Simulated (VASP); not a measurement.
Set up this calculation in VASP 6.6.1, as the native input.

```
Task                   : single point
Functional             : PBEsol
Potentials or basis    : VASP PAW PBE potentials, release 64 (Li_sv, Nb_sv, O)
Cutoff                 : 520 eV
k mesh                 : 6 × 6 × 4
Occupations            : gaussian, width 0.02 eV
Spin                   : no spin polarisation
Dipole correction      : no
Further INCAR settings : ALGO = Normal; EDIFF = 1e-06; NBANDS = 40
```

The structure of Li5NbO5 lies in POSCAR:

```
Li5NbO5
1.0
    4.6795301484     -1.9438671651      0.0031499270
    4.6795301484      1.9438671651      0.0031499270
   -1.8047652928      0.0000000000      5.5674874857
Li Nb O
5 1 5
Direct
    0.7103931971      0.7103931971      0.3458488822
    0.6904587506      0.6904587506      0.8611803692
    0.0000000000      0.0000000000      0.5000000000
    0.3095412494      0.3095412494      0.1388196308
    0.2896068029      0.2896068029      0.6541511178
    0.0000000000      0.0000000000      0.0000000000
    0.8516009874      0.8516009874      0.1739112549
    0.8431057434      0.8431057434      0.6813008162
    0.5000000000      0.5000000000      0.0000000000
    0.1568942566      0.1568942566      0.3186991838
    0.1483990126      0.1483990126      0.8260887451
```

This cell differs from its parent crystal: biaxial strain in the a-b plane: -3.0 %.

One way to write it, as run:

INCAR

```
ALGO = Normal
EDIFF = 1E-6
ENCUT = 520
GGA = PS
ISIF = 2
ISMEAR = 0
LASPH = True
LCHARG = True
LELF = True
LREAL = False
LVHAR = True
LWAVE = False
NBANDS = 40
NELM = 100
PREC = Accurate
SIGMA = 0.02
```

KPOINTS

```
k-points
0
Gamma
  6 6 4
```

Potentials or basis: VASP PAW PBE potentials, release 64 (Li_sv, Nb_sv, O).

The run is started by

```sh
$ cat potpaw_PBE.64/Li_sv/POTCAR potpaw_PBE.64/Nb_sv/POTCAR potpaw_PBE.64/O/POTCAR > POTCAR
$ mpirun -np 1 vasp_std > vasp.out
```

It gave:

- Largest force: 0.215 eV/Å
- Band gap on the k mesh: 3.12 eV

Caveat: the cell differs from its parent crystal (biaxial strain in the a-b plane: -3.0 %); the PAW data sets were made with another functional, which shifts forces and pressure a little.

Wall time 8.1 min on 1 thread of Intel Xeon 8259CL, with other jobs on the host, peak memory 0.35 GiB.
